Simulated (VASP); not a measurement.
# TiAl (P1) in VASP: notebook

TiAl is run at these levels: LDA; tasks: single point.

All numbers are computed with VASP 6.6.1; they aren't measurements. Logs are shortened: lines on timing, memory, paths and dates and some standing lists are left out, and cuts for length are marked.

### Step 1. The cell of the first run

The typed cell holds 2 atoms: a = 3.013 Å, b = 3.013 Å, c = 3.013 Å, α = 90.00°, β = 90.00°, γ = 90.00°.

### Step 2. Single point, LDA

INCAR

```
ALGO = Normal
EDIFF = 1E-6
ENCUT = 520
ISIF = 2
ISMEAR = -1
LASPH = True
LCHARG = False
LREAL = False
LWAVE = False
NBANDS = 14
NELM = 80
PREC = Accurate
SIGMA = 0.01
```

KPOINTS

```
k-points
0
Gamma
  7 7 7
```

POSCAR

```
TiAl
1.0
    3.0129615933      0.0000000000      0.0000000000
    0.0000000000      3.0129615933      0.0000000000
    0.0000000000      0.0000000000      3.0129615933
Ti Al
1 1
Direct
    0.5351100000      0.5297500000      0.5507200000
    0.9777300000      0.0191900000      0.9644800000
```

Potentials or basis: VASP PAW LDA potentials, release 64 (Ti_sv, Al).

Launch:

```console
> cat potpaw_LDA.64/Ti_sv/POTCAR potpaw_LDA.64/Al/POTCAR > POTCAR
> mpirun -np 1 vasp_std > vasp.out
```

OUTCAR:

```text
EDIFF = 1E-6
   ENCUT = 520
   ISIF = 2
   ISMEAR = -1
   LASPH = True
   LREAL = False
   NELM = 80
   PREC = Accurate

 ion  position               nearest neighbor table
   1  0.535  0.530  0.551-   2 2.35   2 2.39   2 2.56   2 2.60   2 2.66   2 2.70   2 2.85   2 2.88

   2  0.978  0.019  0.964-   1 2.35   1 2.39   1 2.56   1 2.60   1 2.66   1 2.70   1 2.85   1 2.88

  LATTYP: Found a simple cubic cell.
 ALAT       =     3.0129615933

  Lattice vectors:

 A1 = (   3.0129615933,   0.0000000000,   0.0000000000)
 A2 = (   0.0000000000,   3.0129615933,   0.0000000000)
 A3 = (   0.0000000000,   0.0000000000,   3.0129615933)

Analysis of symmetry for initial positions (statically):
=====================================================================
 Subroutine PRICEL returns:
 Original cell was already a primitive cell.

 Routine SETGRP: Setting up the symmetry group for a
 simple cubic supercell.

 Subroutine GETGRP returns: Found  1 space group operations
 (whereof  1 operations were pure point group operations)
 out of a pool of 48 trial point group operations.

The static configuration has the point symmetry C_1 .

Analysis of symmetry for dynamics (positions and initial velocities):
=====================================================================
 Subroutine PRICEL returns:
 Original cell was already a primitive cell.

 Routine SETGRP: Setting up the symmetry group for a
 simple cubic supercell.

 Subroutine GETGRP returns: Found  1 space group operations
 (whereof  1 operations were pure point group operations)
 out of a pool of 48 trial point group operations.

The dynamic configuration has the point symmetry C_1 .

 Subroutine INISYM returns: Found  1 space group operations
 (whereof  1 operations are pure point group operations),
 and found     1 'primitive' translations

----------------------------------------------------------------------------------------

                                     Primitive cell

  volume of cell :      27.3515

  direct lattice vectors                    reciprocal lattice vectors
     3.012961593  0.000000000  0.000000000     0.331899352  0.000000000  0.000000000
     0.000000000  3.012961593  0.000000000     0.000000000  0.331899352  0.000000000
     0.000000000  0.000000000  3.012961593     0.000000000  0.000000000  0.331899352

  length of vectors
     3.012961593  3.012961593  3.012961593     0.331899352  0.331899352  0.331899352

  position of ions in fractional coordinates (direct lattice)
     0.535110000  0.529750000  0.550720000
     0.977730000  0.019190000  0.964480000

  ion indices of the primitive-cell ions
   primitive index   ion index
                 1           1
                 2           2

----------------------------------------------------------------------------------------

 KPOINTS: k-points

Automatic generation of k-mesh.
 Grid dimensions read from file:
 generate k-points for:    7    7    7

 Generating k-lattice:

  Cartesian coordinates                     Fractional coordinates (reciprocal lattice)
     0.047414193  0.000000000  0.000000000     0.142857143  0.000000000  0.000000000
     0.000000000  0.047414193  0.000000000     0.000000000  0.142857143  0.000000000
     0.000000000  0.000000000  0.047414193     0.000000000  0.000000000  0.142857143

  Length of vectors
     0.047414193  0.047414193  0.047414193

  Shift w.r.t. Gamma in fractional coordinates (k-lattice)
     0.000000000  0.000000000  0.000000000

 Subroutine IBZKPT returns following result:
 ===========================================

 Found    172 irreducible k-points:

 Following reciprocal coordinates:
            Coordinates               Weight
  0.000000  0.000000  0.000000      1.000000
  0.142857  0.000000  0.000000      2.000000
  0.000000  0.142857  0.000000      2.000000
  0.000000  0.000000  0.142857      2.000000
  0.285714  0.000000  0.000000      2.000000
  0.000000  0.285714  0.000000      2.000000
[... 16 lines left out ...]
  0.000000 -0.285714  0.142857      2.000000
 -0.142857  0.000000  0.285714      2.000000
 [... further k-points ...]
   k-points           NKPTS =    172   k-points in BZ     NKDIM =    172   number of bands    NBANDS=     14
   number of dos      NEDOS =    301   number of ions     NIONS =      2
   total plane-waves  NPLWV =  13824
   dimension x,y,z NGX =    24 NGY =   24 NGZ =   24
   dimension x,y,z NGXF=    48 NGYF=   48 NGZF=   48
   ions per type =               1   1
   NGX,Y,Z   is equivalent  to a cutoff of  13.24, 13.24, 13.24 a.u.
   NGXF,Y,Z  is equivalent  to a cutoff of  26.48, 26.48, 26.48 a.u.
 SYSTEM =  unknown system
   PREC   = accura    normal or accurate (medium, high low for compatibility)
   ISTART =      0    job   : 0-new  1-cont  2-samecut
   ICHARG =      2    charge: 1-file 2-atom 10-const
   ISPIN  =      1    spin polarized calculation?
   LNONCOLLINEAR =      F non collinear calculations
   LSORBIT =      F    spin-orbit coupling
   LASPH  =      T    aspherical Exc in radial PAW
   ENCUT  =  520.0 eV  38.22 Ry    6.18 a.u.   5.60  5.60  5.60*2*pi/ulx,y,z
   NELM   =     80;   NELMIN=  2; NELMDL= -5     # of ELM steps
   EDIFF  = 0.1E-05   stopping-criterion for ELM
   LREAL  =      F    real-space projection
   EDIFFG = 0.1E-04   stopping-criterion for IOM
   NSW    =      0    number of steps for IOM
   IBRION =     -1    ionic relax: 0-MD 1-quasi-New 2-CG
   NFREE  =      0    steps in history (QN), initial steepest desc. (CG)
   ISIF   =      2    stress and relaxation
   ISYM   =      2    0-nonsym 1-usesym 2-fastsym
   POTIM  = 0.5000    time-step for ionic-motion
   TEBEG  =    0.0;   TEEND  =   0.0 temperature during run
   PSTRESS=    0.0 pullay stress
   NELECT =      15.0000    total number of electrons
   NUPDOWN=      -1.0000    fix difference up-down
   EMIN   =  10.00;   EMAX   =-10.00  energy-range for DOS
   EFERMI =   0.00;   METHOD = LEGACY
   ISMEAR =    -1;   SIGMA  =   0.01  broadening in eV -4-tet -1-fermi 0-gaus
   EFERMI_NEDOS =   21; number of points for ismear=-14 and -15
   IALGO  =     38    algorithm
   IMIX   =      4    mixing-type and parameters
     AMIX     =   0.40;   BMIX     =  1.00
     AMIX_MAG =   1.60;   BMIX_MAG =  1.00
  volume/ion in A,a.u.               =      13.68        92.29
  Fermi-wavevector in a.u.,A,eV,Ry     =   1.340021  2.532273 24.431393  1.795657
  Thomas-Fermi vector in A             =   2.468367
   LORBIT       =      0    0 simple, 1 ext, 2 COOP (PROOUT), +10 PAW based schemes
   GGA     = CA    functional components
   LHFCALC =     F    Hartree Fock is set to
   AEXX    =    0.0000 exact exchange contribution
   IVDW    =     0    specifies the selected vdW correction
   LEPSILON=     F    determine dielectric tensor
   LRPA    =     F    only Hartree local field effects (RPA)
 non-spin polarized calculation
  energy-cutoff  :      520.00
  volume of cell :       27.35
 maximum number of plane-waves:       747
   NGX = 11   NGY = 11   NGZ = 11

 number of electron      15.0000003 magnetization

 Free energy of the ion-electron system (eV)
  ---------------------------------------------------
  ext. energy  EPLUGINS =         0.00000000
  ---------------------------------------------------
  free energy    TOTEN  =       -12.67298639 eV

  energy without entropy =      -12.67263467  energy(sigma->0) =      -12.67281053

 E-fermi :  10.2565     XC(G=0): -12.0098

 val. band max:       10.2423611041   @ k =  -0.2857  -0.2857   0.2857
 cond. band min:      10.2648330984   @ k =   0.2857   0.0000   0.2857
 fundamental gap:      0.0224719943
 Fermi energy:        10.2565212879

 k-point     1 :       0.0000    0.0000    0.0000
  band No.  band energies     occupation
      1     -45.5636      2.00000
      2     -22.1587      2.00000
      3     -22.1464      2.00000
      4     -22.0998      2.00000
      5       0.4767      2.00000
      6       8.3451      2.00000
      7       8.4012      2.00000
      8      12.2185      0.00000
      9      12.4099      0.00000
     10      12.4734      0.00000
     11      15.6621      0.00000
     12      15.7431      0.00000
     13      15.9550      0.00000
     14      20.2453      0.00000

 k-point     2 :       0.1429    0.0000    0.0000
  band No.  band energies     occupation
      1     -45.5574      2.00000
      2     -22.2030      2.00000
      3     -22.1491      2.00000
      4     -22.1038      2.00000
      5       0.8491      2.00000
      6       8.2425      2.00000
      7       8.5448      2.00000
      8      11.7412      0.00000
      9      11.9055      0.00000
     10      12.4539      0.00000
     11      14.5169      0.00000
     12      16.5257      0.00000
     13      16.7463      0.00000
     14      19.6844      0.00000

 k-point     3 :       0.0000    0.1429    0.0000
  band No.  band energies     occupation
      1     -45.5574      2.00000
      2     -22.2175      2.00000
      3     -22.1446      2.00000
      4     -22.0943      2.00000
      5       0.8511      2.00000
      6       8.2341      2.00000
      7       8.5659      2.00000
      8      11.7271      0.00000
      9      11.9015      0.00000
     10      12.4699      0.00000
     11      14.4541      0.00000
     12      16.4970      0.00000
     13      16.8808      0.00000
     14      19.6303      0.00000

 k-point     4 :       0.0000    0.0000    0.1429
  band No.  band energies     occupation
      1     -45.5575      2.00000
      2     -22.1872      2.00000
      3     -22.1484      2.00000
      4     -22.1196      2.00000
      5       0.8466      2.00000
      6       8.2597      2.00000
      7       8.5137      2.00000
      8      11.8019      0.00000
      9      11.8936      0.00000
     10      12.4057      0.00000
     11      14.6086      0.00000
     12      16.5094      0.00000
     13      16.6183      0.00000
     14      19.7658      0.00000

 k-point     5 :       0.2857    0.0000    0.0000
  band No.  band energies     occupation
      1     -45.5436      2.00000
      2     -22.3357      2.00000
      3     -22.1374      2.00000
      4     -22.0950      2.00000
      5       1.9108      2.00000
      6       7.3460      2.00000
      7       8.9608      2.00000
      8      10.9109      0.00000
      9      11.0919      0.00000
     10      12.5370      0.00000
     11      13.6817      0.00000
[... 276 lines left out ...]
 k-point    22 :       0.0000    0.1429    0.2857
  band No.  band energies     occupation
      1     -45.5378      2.00000
      2     -22.3074      2.00000
      3     -22.1961      2.00000
      4     -22.1090      2.00000
      5       2.2262      2.00000
      6       7.5372      2.00000
      7       8.8493      2.00000
      8      10.5609      0.00000
      9      11.1469      0.00000
     10      12.0878      0.00000
     11      14.0315      0.00000
     12      16.5414      0.00000
     13      18.7140      0.00000
     14      19.2745      0.00000

 k-point    23 :       0.0000   -0.2857    0.1429
  band No.  band energies     occupation
      1     -45.5375      2.00000
      2     -22.3472      2.00000
      3     -22.1663      2.00000
      4     -22.1014      2.00000
      5       2.2363      2.00000
      6       7.5489      2.00000
      7       8.9075      2.00000
      8      10.5631      0.00000
      9      11.0242      0.00000
     10      12.1726      0.00000
     11      13.9068      0.00000
     12      16.6071      0.00000
     13      18.7374      0.00000
     14      19.2592      0.00000

 k-point    24 :      -0.1429    0.0000    0.2857
  band No.  band energies     occupation
      1     -45.5378      2.00000
      2     -22.3067      2.00000
      3     -22.1738      2.00000
      4     -22.1314      2.00000
      5       2.2228      2.00000
      6       7.5316      2.00000
      7       8.8466      2.00000
      8      10.6647      0.00000
      9      11.0746      0.00000
     10      12.0501      0.00000
     11      13.9831      0.00000
     12      16.6175      0.00000
     13      18.6977      0.00000
     14      19.1975      0.00000

 [... further k-points ...]
[... 5 lines left out ...]
  --------------------------------------------------------------------------------------
  -------------------------------------------------------------------------------------
  Total        3.8830595      4.3572907      3.4242362      0.1395719      0.1927182      0.9778151
  in kB      227.4593724    255.2385884    200.5827150      8.1757525     11.2889213     57.2778290
  external PRESSURE =     227.7602252 kB  Pullay stress =       0.0000000 kB

 VOLUME and BASIS-vectors are now :
 -----------------------------------------------------------------------------
  energy-cutoff  :      520.00
  volume of cell :       27.35
      direct lattice vectors                 reciprocal lattice vectors
     3.012961593  0.000000000  0.000000000     0.331899352  0.000000000  0.000000000
     0.000000000  3.012961593  0.000000000     0.000000000  0.331899352  0.000000000
     0.000000000  0.000000000  3.012961593     0.000000000  0.000000000  0.331899352

 POSITION                                       TOTAL-FORCE (eV/Angst)
 -----------------------------------------------------------------------------------
      1.61227      1.59612      1.65930        -1.857355     -0.362431     -2.607548
      2.94586      0.05782      2.90594         1.857355      0.362431      2.607548
 -----------------------------------------------------------------------------------
    total drift:                               -0.000030      0.000034      0.000110

  FREE ENERGIE OF THE ION-ELECTRON SYSTEM (eV)
  ---------------------------------------------------
  free  energy   TOTEN  =       -12.6729863902 eV

  energy  without entropy=      -12.6726346724  energy(sigma->0) =      -12.67281053
```

It took 40 s on 1 thread of AMD EPYC 7R43 (Zen 3), shared host; peak memory 0.14 GiB.

What came out:

```yaml
Free_energy: -12.6730 eV
Pressure: 22.8 GPa
Largest_force: 3.222 eV/Å
```

Forces on the atoms (eV/Å):
```
Ti  -1.857 -0.362 -2.608
Al   1.857  0.362  2.608
```

Stress tensor (GPa, compression positive):
```
22.75  0.82  5.73
 0.82 25.52  1.13
 5.73  1.13 20.06
```

Caveat: forces of over 1 eV/Å act on the atoms, so gaps and moduli don't describe the material at rest.

### Step 3. Single point, LDA

This run uses another cell than the first one, of 13.74 Å³/atom, 1.005 times its volume.

INCAR

```
SYSTEM = TiAl
PREC = Accurate
ENCUT = 520
EDIFF = 1E-6
ISMEAR = -1
SIGMA = 0.01
LREAL = .False.
LASPH = .True.
NELM = 60
ALGO = Normal
ISIF = 2
LWAVE = .False.
LCHARG = .False.
GGA = CA
NBANDS = 14
```

KPOINTS

```
Automatic mesh
0
Gamma
  7 7 7
  0 0 0
```

POSCAR

```
TiAl
1.0
    3.0180000000      0.0000000000      0.0000000000
    0.0000000000      3.0180000000      0.0000000000
    0.0000000000      0.0000000000      3.0180000000
Ti Al
1 1
Direct
    0.5351100000      0.5297500000      0.5507200000
    0.9777300000      0.0191900000      0.9644800000
```

Potentials or basis: VASP PAW LDA potentials, release 64 (Ti_sv, Al).

Launch:

```console
> cat potpaw_LDA.64/Ti_sv/POTCAR potpaw_LDA.64/Al/POTCAR > POTCAR
> mpirun -np 1 vasp_std > vasp.out
```

It took 45 s on 1 thread of AMD EPYC 7R43 (Zen 3), shared host; peak memory 0.14 GiB.

Results (log left out):

* Free energy: -12.6922 eV
* Pressure: 21.8 GPa
* Largest force: 3.186 eV/Å

Forces on the atoms (eV/Å):
```
Ti  -1.837 -0.359 -2.578
Al   1.837  0.359  2.578
```

Stress tensor (GPa, compression positive):
```
21.76  0.81  5.67
 0.81 24.50  1.12
 5.67  1.12 19.12
```

Levels at points of the mesh, in eV from the Fermi level:
| k point | band 4 | band 5 | band 6 | band 7 | band 8 | band 9 | band 10 | band 11 |
| --- | --- | --- | --- | --- | --- | --- | --- | --- |
| (0.00, 0.00, 0.00) | -32.37 | -9.76 | -1.90 | -1.84 | 1.95 | 2.14 | 2.20 | 5.38 |

Caveat: forces of over 1 eV/Å act on the atoms, so gaps and moduli don't describe the material at rest.
